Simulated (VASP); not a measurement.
# Li (P6_3/mmc) in VASP: notebook

Aim: see how the results for Li move with the level of theory and the settings. Levels: PBEsol+D3(BJ), PBEsol. Tasks: relaxation of cell and atoms.

All numbers are computed with VASP 6.6.1; they aren't measurements. Logs are shortened: lines on timing, memory, paths and dates and some standing lists are left out, and cuts for length are marked.

### Step 1. The cell of the first run

Symmetry: P6_3/mmc, No. 194, hexagonal system. The conventional cell has a = 3.034 Å, b = 3.034 Å, c = 10.216 Å, α = 90.00°, β = 90.00°, γ = 120.00°. Li (site symmetry -3m) has 12 Li at 3.03 to 3.10 Å within 4.0 Å. Li (site symmetry -6m2) has 12 Li at 3.03 to 3.10 Å within 4.0 Å.

### Step 2. Relaxation of cell and atoms, PBEsol+D3(BJ)

Contents of INCAR:

```
SYSTEM = Li
PREC = Accurate ; ENCUT = 600
EDIFF = 1E-7 ; ISMEAR = 1
SIGMA = 0.05 ; LREAL = .FALSE.
LASPH = .TRUE. ; NELM = 60
ALGO = Normal ; ISIF = 3
LWAVE = .FALSE. ; LCHARG = .FALSE.
GGA = PS ; IVDW = 12
IBRION = 2 ; NSW = 80
EDIFFG = -0.01
```

Contents of KPOINTS:

```
regular mesh
0
G
  10 10 3
  0 0 0
```

Contents of POSCAR:

```
Li
1.0
    3.0343860000      0.0000000000      0.0000000000
   -1.5171930000      2.6278550000      0.0000000000
    0.0000000000      0.0000000000     10.2162080000
Li
4
Direct
    0.0000000000      0.0000000000      0.0000000000
    0.3333333333      0.6666666667      0.2500000000
    0.0000000000      0.0000000000      0.5000000000
    0.6666666667      0.3333333333      0.7500000000
```

Potentials or basis: VASP PAW PBE potentials, release 64 (Li_sv).

The run is started by

```
cat potpaw_PBE.64/Li_sv/POTCAR > POTCAR
mpirun -np 1 vasp_std > vasp.out
```

OUTCAR:

```text
SYSTEM = Li
   PREC = Accurate
   ENCUT = 600
   EDIFF = 1E-7
   ISMEAR = 1
   LREAL = .FALSE.
   LASPH = .TRUE.
   NELM = 60
   ISIF = 3
   GGA = PS
   IVDW = 12
   IBRION = 2
   NSW = 80
   EDIFFG = -0.01
 IVDW          = 12

 ion  position               nearest neighbor table
   1  0.000  0.000  0.000-
   2  0.333  0.667  0.250-
   3  0.000  0.000  0.500-
   4  0.667  0.333  0.750-

  LATTYP: Found a hexagonal cell.
 ALAT       =     3.0343860000
 C/A-ratio  =     3.3668122645

  Lattice vectors:

 A1 = (   3.0343860000,   0.0000000000,   0.0000000000)
 A2 = (  -1.5171930000,   2.6278550000,   0.0000000000)
 A3 = (   0.0000000000,   0.0000000000,  10.2162080000)

Analysis of symmetry for initial positions (statically):
=====================================================================
 Subroutine PRICEL returns:
 Original cell was already a primitive cell.

 Routine SETGRP: Setting up the symmetry group for a
 hexagonal supercell.

 Subroutine GETGRP returns: Found 24 space group operations
 (whereof 12 operations were pure point group operations)
 out of a pool of 24 trial point group operations.

The static configuration has the point symmetry D_3d.
 The point group associated with its full space group is D_6h.

Analysis of symmetry for dynamics (positions and initial velocities):
=====================================================================
 Subroutine PRICEL returns:
 Original cell was already a primitive cell.

 Routine SETGRP: Setting up the symmetry group for a
 hexagonal supercell.

 Subroutine GETGRP returns: Found 24 space group operations
 (whereof 12 operations were pure point group operations)
 out of a pool of 24 trial point group operations.

The dynamic configuration has the point symmetry D_3d.
 The point group associated with its full space group is D_6h.

 Subroutine INISYM returns: Found 24 space group operations
 (whereof 12 operations are pure point group operations),
 and found     1 'primitive' translations

----------------------------------------------------------------------------------------

                                     Primitive cell

  volume of cell :      81.4633

  direct lattice vectors                    reciprocal lattice vectors
     3.034386000  0.000000000  0.000000000     0.329555963  0.190269250  0.000000000
    -1.517193000  2.627855000  0.000000000     0.000000000  0.380538500  0.000000000
     0.000000000  0.000000000 10.216208000     0.000000000  0.000000000  0.097883677

[... 91 lines left out ...]
   IBRION =      2    ionic relax: 0-MD 1-quasi-New 2-CG
   NFREE  =      1    steps in history (QN), initial steepest desc. (CG)
   ISIF   =      3    stress and relaxation
   ISYM   =      2    0-nonsym 1-usesym 2-fastsym
   POTIM  = 0.5000    time-step for ionic-motion
   TEBEG  =    0.0;   TEEND  =   0.0 temperature during run
   PSTRESS=    0.0 pullay stress
   NELECT =      12.0000    total number of electrons
   NUPDOWN=      -1.0000    fix difference up-down
   EMIN   =  10.00;   EMAX   =-10.00  energy-range for DOS
   EFERMI =   0.00;   METHOD = LEGACY
   ISMEAR =     1;   SIGMA  =   0.05  broadening in eV -4-tet -1-fermi 0-gaus
   EFERMI_NEDOS =   21; number of points for ismear=-14 and -15
   IALGO  =     38    algorithm
   IMIX   =      4    mixing-type and parameters
     AMIX     =   0.40;   BMIX     =  1.00
     AMIX_MAG =   1.60;   BMIX_MAG =  1.00
  volume/ion in A,a.u.               =      20.37       137.44
  Fermi-wavevector in a.u.,A,eV,Ry     =   0.864599  1.633855 10.170776  0.747531
  Thomas-Fermi vector in A             =   1.982719
   LORBIT       =      0    0 simple, 1 ext, 2 COOP (PROOUT), +10 PAW based schemes
   GGA     = PS    functional components
   LHFCALC =     F    Hartree Fock is set to
   AEXX    =    0.0000 exact exchange contribution
   IVDW    =    12    specifies the selected vdW correction
   LEPSILON=     F    determine dielectric tensor
   LRPA    =     F    only Hartree local field effects (RPA)
 conjugate gradient relaxation of ions
 non-spin polarized calculation
 Methfessel and Paxton  Order N= 1 SIGMA  =   0.05
  energy-cutoff  :      600.00
  volume of cell :       81.46
 maximum number of plane-waves:      2756
   NGX = 13   NGY = 13   NGZ = 41

--------------------------------------- Ionic step        1  -------------------------------------------

 number of electron      11.9999989 magnetization

 Free energy of the ion-electron system (eV)
  ---------------------------------------------------
  ext. energy  EPLUGINS =         0.00000000
  ---------------------------------------------------
  free energy    TOTEN  =        -7.86491234 eV

  energy without entropy =       -7.86390852  energy(sigma->0) =       -7.86457774

------------------------ aborting loop because EDIFF is reached ----------------------------------------

 Edisp (eV)   -0.59309

 E8    (eV) :    -0.3795
[... 111 lines left out ...]
  FREE ENERGIE OF THE ION-ELECTRON SYSTEM (eV)
  ---------------------------------------------------
  free  energy   TOTEN  =        -8.5032682527 eV

  energy  without entropy=       -8.5027560071  energy(sigma->0) =       -8.50309750

[... ionic steps 4 to 11 ...]

--------------------------------------- Ionic step       12  -------------------------------------------

 number of electron      12.0000020 magnetization

------------------------ aborting loop because EDIFF is reached ----------------------------------------
[... 79 lines left out ...]
--------------------------------------- Ionic step       14  -------------------------------------------

 number of electron      12.0000024 magnetization

 Free energy of the ion-electron system (eV)
  ---------------------------------------------------
  ext. energy  EPLUGINS =         0.00000000
  ---------------------------------------------------
  free energy    TOTEN  =        -7.84154559 eV

  energy without entropy =       -7.84120446  energy(sigma->0) =       -7.84143188

 E-fermi :   0.8827     XC(G=0):  -7.2909

 val. band max:        0.8789525370   @ k =   0.3000   0.0000   0.3333
 cond. band min:       0.9257902466   @ k =   0.4000  -0.0000   0.0000
 fundamental gap:      0.0468377096
 Fermi energy:         0.8826927321

 k-point     1 :       0.0000    0.0000    0.0000
  band No.  band energies     occupation
      1     -44.7849      2.00000
      2     -44.7688      2.00000
      3     -44.7684      2.00000
      4     -44.7522      2.00000
      5      -2.7516      2.00000
      6      -1.5478      2.00000
      7      -1.5459      2.00000
      8       1.0635     -0.00000
      9       4.5005      0.00000
     10      10.0685      0.00000
[... 287 lines left out ...]
 k-point    24 :       0.4000    0.1000    0.3333
  band No.  band energies     occupation
      1     -44.7560      2.00000
      2     -44.7540      2.00000
      3     -44.7488      2.00000
      4     -44.7469      2.00000
      5       0.6691      2.00000
      6       1.0007     -0.00424
      7       2.1214      0.00000
      8       2.5646      0.00000
      9       4.7058      0.00000
     10       4.9543      0.00000

 [... further k-points ...]

------------------------ aborting loop because EDIFF is reached ----------------------------------------

 Edisp (eV)   -0.66801

 E8    (eV) :    -0.4279
[... 27 lines left out ...]
  FREE ENERGIE OF THE ION-ELECTRON SYSTEM (eV)
  ---------------------------------------------------
  free  energy   TOTEN  =        -8.5095600869 eV

  energy  without entropy=       -8.5092189572  energy(sigma->0) =       -8.50944638

 reached required accuracy - stopping structural energy minimisation
```

CONTCAR:

```text
Li
   1.00000000000000
     2.9811684048721587    0.0000000000000000   -0.0000000000000000
    -1.4905842024360794    2.5817672303622889   -0.0000000000000000
     0.0000000000000000   -0.0000000000000000    9.4432315904903810
  Li
     4
Direct
     0.0000000000000000    0.0000000000000000    0.0000000000000000
     0.3333333332999970    0.6666666667000030    0.2500000000000000
     0.0000000000000000    0.0000000000000000    0.5000000000000000
     0.6666666667000030    0.3333333332999970    0.7500000000000000

  0.00000000E+00  0.00000000E+00  0.00000000E+00
  0.00000000E+00  0.00000000E+00  0.00000000E+00
  0.00000000E+00  0.00000000E+00  0.00000000E+00
  0.00000000E+00  0.00000000E+00  0.00000000E+00
```

Wall time 2.7 min (1 thread of Intel Xeon Platinum 8259CL at 2.50GHz (Skylake/Cascade Lake), shared host); peak memory 0.22 GiB.

Results:

| Quantity | Value |
| --- | --- |
| Free energy | -8.5096 eV |
| Relaxed volume | 18.17 Å³/atom |
| Relaxed cell | a = 2.981 Å, b = 2.981 Å, c = 9.443 Å, α = 90.00°, β = 90.00°, γ = 120.00° |
| Space group after relaxing (to 0.05 Å) | P6_3/mmc (No. 194) |
| Energy gained by relaxing | 12.9 meV/atom |
| Ionic steps | 14 |
| Pressure after relaxing | 0.0 GPa |
| Band gap on the k mesh | zero (band 6 reaches 2.47 eV, above the bottom of band 7 at -1.55 eV) |
| Dispersion energy per atom | -0.167 eV |

The path:
```tsv
step	energy change (eV)	largest force (eV/Å)	pressure (GPa)	volume (Å³)
1	0.0000	0.0000	-1.43	81.46
2	-0.0200	0.0000	-1.15	79.34
3	-0.0453	0.0000	-0.44	74.91
4	-0.0485	0.0000	-0.03	72.86
5	-0.0486	0.0000	0.04	72.56
6	-0.0488	0.0000	0.03	72.62
7	-0.0496	0.0000	-0.02	72.82
8	-0.0511	0.0000	-0.10	73.21
9	-0.0490	0.0000	-0.28	73.98
10	-0.0512	0.0000	-0.14	73.35
11	-0.0513	0.0000	-0.12	73.26
12	-0.0514	0.0000	-0.11	73.17
13	-0.0515	0.0000	-0.07	73.02
14	-0.0516	0.0000	0.00	72.68
```

Final structure:
```
Li
1.0
     2.98117    0.00000    0.00000
    -1.49058    2.58177    0.00000
     0.00000    0.00000    9.44323
Li
4
Direct
  0.00000 0.00000 0.00000
  0.33333 0.66667 0.25000
  0.00000 0.00000 0.50000
  0.66667 0.33333 0.75000
```

Caveat: the cutoff is under 1.25 times the usual one of these potentials, so pressure, stress and relaxed cells hold a basis-set (Pulay) error; the PAW data sets were made with another functional, which shifts forces and pressure a little; pairwise dispersion overbinds metals, which lowers pressure and volume.

### Step 3. Relaxation of cell and atoms, PBEsol

Contents of INCAR:

```
PREC = Accurate ; ENCUT = 600
EDIFF = 1E-6 ; ISMEAR = 1
SIGMA = 0.05 ; LREAL = F
LASPH = T ; NELM = 60
ALGO = Normal ; ISIF = 3
LWAVE = F ; LCHARG = F
GGA = PS ; IBRION = 2
NSW = 80 ; EDIFFG = -0.01
```

Contents of KPOINTS:

```
regular mesh
0
Gamma
  10 10 3
```

POSCAR is that of step 2.

Potentials or basis: VASP PAW PBE potentials, release 64 (Li_sv).

The run is started by

```
cat potpaw_PBE.64/Li_sv/POTCAR > POTCAR
mpirun -np 1 vasp_std > vasp.out
```

OUTCAR:

```text
PREC = Accurate
   ENCUT = 600
   EDIFF = 1E-6
   ISMEAR = 1
   LREAL = F
   LASPH = T
   NELM = 60
   ISIF = 3
   GGA = PS
   IBRION = 2
   NSW = 80
   EDIFFG = -0.01

 ion  position               nearest neighbor table
   1  0.000  0.000  0.000-
   2  0.333  0.667  0.250-
   3  0.000  0.000  0.500-
   4  0.667  0.333  0.750-

  LATTYP: Found a hexagonal cell.
 ALAT       =     3.0343860000
 C/A-ratio  =     3.3668122645

  Lattice vectors:

 A1 = (   3.0343860000,   0.0000000000,   0.0000000000)
 A2 = (  -1.5171930000,   2.6278550000,   0.0000000000)
 A3 = (   0.0000000000,   0.0000000000,  10.2162080000)

Analysis of symmetry for initial positions (statically):
[... 381 lines left out ...]

 E-fermi :   0.6084     XC(G=0):  -7.0542

 val. band max:        0.5883415366   @ k =   0.3000   0.0000   0.3333
 cond. band min:       0.6383384682   @ k =   0.5000   0.0000   0.3333
 fundamental gap:      0.0499969315
 Fermi energy:         0.6084040450

 k-point     1 :       0.0000    0.0000    0.0000
  band No.  band energies     occupation
      1     -45.2172      2.00000
      2     -45.2063      2.00000
      3     -45.2057      2.00000
      4     -45.1947      2.00000
      5      -2.9082      2.00000
      6      -1.7462      2.00000
      7      -1.7446      2.00000
      8       0.8027     -0.00000
      9       3.8722      0.00000
     10       9.1738      0.00000
[... 287 lines left out ...]
 k-point    24 :       0.4000    0.1000    0.3333
  band No.  band energies     occupation
      1     -45.1973      2.00000
      2     -45.1959      2.00000
      3     -45.1923      2.00000
      4     -45.1910      2.00000
      5       0.4150      2.00000
      6       0.7340     -0.00220
      7       1.7982      0.00000
      8       2.2001      0.00000
      9       4.1388      0.00000
     10       4.3952      0.00000

 [... further k-points ...]
[... 5 lines left out ...]
  --------------------------------------------------------------------------------------
  -------------------------------------------------------------------------------------
  Total        0.0096955      0.0096955      0.0353320      0.0000000      0.0000000      0.0000000
  in kB        0.1944272      0.1944271      0.7085214      0.0000000      0.0000000      0.0000000
  external PRESSURE =       0.3657919 kB  Pullay stress =       0.0000000 kB
[... 19 lines left out ...]
  FREE ENERGIE OF THE ION-ELECTRON SYSTEM (eV)
  ---------------------------------------------------
  free  energy   TOTEN  =        -7.8745603654 eV

  energy  without entropy=       -7.8747417981  energy(sigma->0) =       -7.87462084

 reached required accuracy - stopping structural energy minimisation
```

CONTCAR:

```text
Li
   1.00000000000000
     3.0742058646200032   -0.0000000000000000    0.0000000000000000
    -1.5371029323100016    2.6623400000457389   -0.0000000000000000
    -0.0000000000000000    0.0000000000000000    9.7617873009321521
  Li
     4
Direct
     0.0000000000000000    0.0000000000000000    0.0000000000000000
     0.3333333332999970    0.6666666667000030    0.2500000000000000
     0.0000000000000000    1.0000000000000000    0.5000000000000000
     0.6666666667000030    0.3333333332999970    0.7500000000000000

  0.00000000E+00  0.00000000E+00  0.00000000E+00
  0.00000000E+00  0.00000000E+00  0.00000000E+00
  0.00000000E+00  0.00000000E+00  0.00000000E+00
  0.00000000E+00  0.00000000E+00  0.00000000E+00
```

Wall time 90 s (1 thread of Intel Xeon Platinum 8259CL at 2.50GHz (Skylake/Cascade Lake), shared host); peak memory 0.2 GiB.

What came out:

```
Free energy                            : -7.8746 eV
Relaxed volume                         : 19.97 Å³/atom
Relaxed cell                           : a = 3.074 Å, b = 3.074 Å, c = 9.762 Å, α = 90.00°, β = 90.00°, γ = 120.00°
Space group after relaxing (to 0.05 Å) : P6_3/mmc (No. 194)
Energy gained by relaxing              : 2.4 meV/atom
Ionic steps                            : 10
Pressure after relaxing                : 0.0 GPa
Band gap on the k mesh                 : zero (band 6 reaches 2.14 eV, above the bottom of band 7 at -1.74 eV)
```

Step by step:
| step | energy change (eV) | largest force (eV/Å) | pressure (GPa) | volume (Å³) |
| --- | --- | --- | --- | --- |
| 1 | 0.0000 | 0.0000 | -0.21 | 81.46 |
| 2 | -0.0031 | 0.0000 | -0.16 | 81.14 |
| 3 | -0.0058 | 0.0000 | -0.09 | 80.68 |
| 4 | -0.0078 | 0.0000 | 0.07 | 79.74 |
| 5 | -0.0033 | 0.0000 | 0.39 | 77.81 |
| 6 | -0.0090 | 0.0000 | 0.16 | 79.23 |
| 7 | -0.0091 | 0.0000 | 0.18 | 79.08 |
| 8 | -0.0091 | 0.0000 | 0.17 | 79.13 |
| 9 | -0.0095 | 0.0000 | 0.08 | 79.61 |
| 10 | -0.0096 | 0.0000 | 0.04 | 79.90 |

Final structure:
```yaml
crystal:
  lattice:
    - [3.07421, 0.00000, 0.00000]
    - [-1.53710, 2.66234, 0.00000]
    - [0.00000, 0.00000, 9.76179]
  atoms:
    - { symbol: Li, position: [0.00000, 0.00000, 0.00000] }
    - { symbol: Li, position: [0.33333, 0.66667, 0.25000] }
    - { symbol: Li, position: [0.00000, 0.00000, 0.50000] }
    - { symbol: Li, position: [0.66667, 0.33333, 0.75000] }
```

Caveat: the cutoff is under 1.25 times the usual one of these potentials, so pressure, stress and relaxed cells hold a basis-set (Pulay) error; the PAW data sets were made with another functional, which shifts forces and pressure a little.
